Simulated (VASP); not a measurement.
Here is a VASP 6.6.1 calculation.

Contents of INCAR:

```
SYSTEM = CdF2
ALGO = Normal ; EDIFF = 1E-6
ENCUT = 520 ; GGA = PE
ISIF = 2 ; ISMEAR = 0
LASPH = .TRUE. ; LCHARG = .FALSE.
LREAL = .FALSE. ; LWAVE = .FALSE.
NBANDS = 20 ; NELM = 100
PREC = Accurate ; SIGMA = 0.05
```

Contents of KPOINTS:

```
k-points
0
G
  8 8 8
  0 0 0
```

The input POSCAR:

```
CdF2
1.0
    0.0000000000      2.6196659424      2.8384080486
    2.6196659424      0.0000000000      2.8384080486
    2.6196659424      2.6196659424      0.0000000000
Cd F
1 2
Direct
    0.0000000000      0.0000000000      0.0000000000
    0.2500000000      0.2500000000      0.2500000000
    0.7500000000      0.7500000000      0.7500000000
```

Potentials or basis: VASP PAW PBE potentials, release 64 (Cd, F).

The run is started by

```bash
$ cat potpaw_PBE.64/Cd/POTCAR potpaw_PBE.64/F/POTCAR > POTCAR
$ mpirun -np 1 vasp_std > vasp.out
```

Q: What does it give for the pressure?

A: 6.6 GPa.

Q: Predict the band gap on the k mesh.

A: 2.92 eV (least direct gap 3.38 eV).

Stress tensor (GPa, compression positive):
```
9.44 0.00 0.00
0.00 9.44 0.00
0.00 0.00 0.80
```

Caveat: the cell stands under pressure. A hybrid or GW would open this gap; PBE tends to underestimate it.
